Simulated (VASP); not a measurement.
A run of VASP 6.6.1:

The input INCAR:

```
PREC     = Accurate       # precision mode
ENCUT    = 520            # plane-wave cutoff, eV
EDIFF    = 1E-6           # SCF threshold, eV
ISMEAR   = 0              # smearing method
SIGMA    = 0.1            # smearing width, eV
LREAL    = False          # projectors in reciprocal space
LASPH    = True           # aspherical terms in the spheres
NELM     = 80             # most SCF steps
ALGO     = Normal         # electronic algorithm
ISIF     = 2              # what is computed and relaxed
LWAVE    = False          # write WAVECAR
LCHARG   = False          # write CHGCAR
GGA      = PS             # functional
NBANDS   = 18             # bands
```

Contents of KPOINTS:

```
Automatic mesh
0
Gamma
  14 14 14
```

The input POSCAR:

```
ZnCu
1.0
    2.9079947999      0.0000000000      0.0000000000
    0.0000000000      2.9079947999      0.0000000000
    0.0000000000      0.0000000000      2.9079947999
Zn Cu
1 1
Direct
    0.5000000000      0.5000000000      0.5000000000
    0.0000000000      0.0000000000      0.0000000000
```

Potentials or basis: VASP PAW PBE potentials, release 64 (Zn, Cu).

Run with:

```sh
$ cat potpaw_PBE.64/Zn/POTCAR potpaw_PBE.64/Cu/POTCAR > POTCAR
$ mpirun -np 1 vasp_std > vasp.out
```

Hardware: 1 thread of AMD EPYC 7R43 64-Core Processor (Zen 3), with other jobs on the host.

**Question.** How long does it take, and how much memory?

**Answer.** Run time: 34 s on 1 thread of AMD EPYC 7R43 64-Core Processor (Zen 3), on a shared host, peak memory 0.14 GiB. Counts: scf iterations 12, k points 120.
